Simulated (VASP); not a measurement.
Set up this calculation in VASP 6.6.1, as the native input.

| Property | Result |
| --- | --- |
| Task | single point |
| Functional | LDA |
| Potentials or basis | VASP PAW LDA potentials, release 64 (Rb_sv, Hg) |
| Cutoff | 520 eV |
| k mesh | 4 × 4 × 4 |
| Occupations | fermi-dirac, width 0.3 eV |
| Spin | no spin polarisation |
| Dipole correction | no |
| Further INCAR settings | ALGO = Normal; EDIFF = 1e-06; NBANDS = 28 |

The structure of Rb3Hg lies in POSCAR:

```
Rb3Hg
1.0
    0.0000000000      5.0602007583      5.0602007583
    5.0602007583      0.0000000000      5.0602007583
    5.0602007583      5.0602007583      0.0000000000
Rb Hg
3 1
Direct
    0.2500000000      0.2500000000      0.2500000000
    0.7500000000      0.7500000000      0.7500000000
    0.5000000000      0.5000000000      0.5000000000
    0.0000000000      0.0000000000      0.0000000000
```

The input as run:

INCAR

```
ALGO = Normal
EDIFF = 1E-6
ENCUT = 520
ISIF = 2
ISMEAR = -1
LASPH = True
LCHARG = True
LELF = True
LREAL = False
LVHAR = True
LWAVE = False
NBANDS = 28
NELM = 60
PREC = Accurate
SIGMA = 0.3
```

KPOINTS

```
k-points
0
Gamma
  4 4 4
```

Potentials or basis: VASP PAW LDA potentials, release 64 (Rb_sv, Hg).

The run is started by

```bash
$ cat potpaw_LDA.64/Rb_sv/POTCAR potpaw_LDA.64/Hg/POTCAR > POTCAR
$ mpirun -np 1 vasp_std > vasp.out
```

Results of the run:

| Item | Value |
| --- | --- |
| Pressure | -0.8 GPa |

Run time: 78 s on 1 thread of Intel Xeon 6975P-C (shared host), peak memory 0.32 GiB.
